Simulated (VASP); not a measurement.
GaN:

```
Ga N
1.0
     3.18000    0.00000    0.00000
    -1.59000    2.75396    0.00000
     0.00000    0.00000    5.16600
Ga N
2 2
Cartesian
  1.5900 0.9180 2.5830
  0.0000 1.8360 0.0000
  1.5900 0.9180 4.5203
  0.0000 1.8360 1.9373
```

Program: VASP 6.6.1. Alike in all runs: task single point; potentials or basis VASP PAW PBE potentials, release 64 (Ga_d, N); no spin polarisation; cell as given; cutoff (eV) 520; smearing fermi-dirac 0.05 eV.

Problem. Order these runs on this cell by their band gap on the k mesh, lowest first.
A. level HF; k mesh 5 × 5 × 3; grid for exact exchange (PRECFOCK) Normal
B. level r2SCAN+rVV10; k mesh 10 × 10 × 5
C. level revPBE+D3(BJ); k mesh 10 × 10 × 5

Solution. C (2.02 eV), B (2.34 eV), A (10.95 eV).

Caveats: some runs use coarse meshes.
